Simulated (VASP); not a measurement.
Runs of VASP 6.6.1 on W. The structure is that of space group Im-3m (No. 229), or close to it. The cells are those of the table. 

```csv
cell,gap on the mesh (eV),pressure (GPa)
"a = 3.247, b = 3.247, c = 3.145 Å, 2 atoms",none,-7.3
"a = 3.152, b = 3.152, c = 3.203 Å, 2 atoms",none,5.1
"a = 3.120, b = 3.120, c = 3.239 Å, 2 atoms",none,(b)
"a = 3.215, b = 3.215, c = 3.157 Å, 2 atoms",none,-2.9
"a = 3.088, b = 3.088, c = 3.268 Å, 2 atoms",none,(a)
"a = 3.088 Å, 2 atoms",none,34.5
"a = 3.120 Å, 2 atoms",none,(c)
"a = 3.088, b = 3.088, c = 3.241 Å, 2 atoms",none,15.4
```

Alike in all rows: task single point; level PBE; potentials or basis VASP PAW PBE potentials, release 64 (W_sv); no spin polarisation; k mesh 16 × 16 × 16; cutoff (eV) 520; smearing gaussian 0.1 eV.

Fill in the values left out.

(a) 12.5; (b) 8.2; (c) 21.7.

Caveats: spin-orbit coupling is left out, which moves the levels of the heavy elements; the cell stands under pressure (at least some runs); the cell stands under tension (at least some runs).

A k mesh can miss the band edges, and the runs leave out spin-orbit coupling on W.

A gap of «none» marks levels without a gap at the run's occupations.
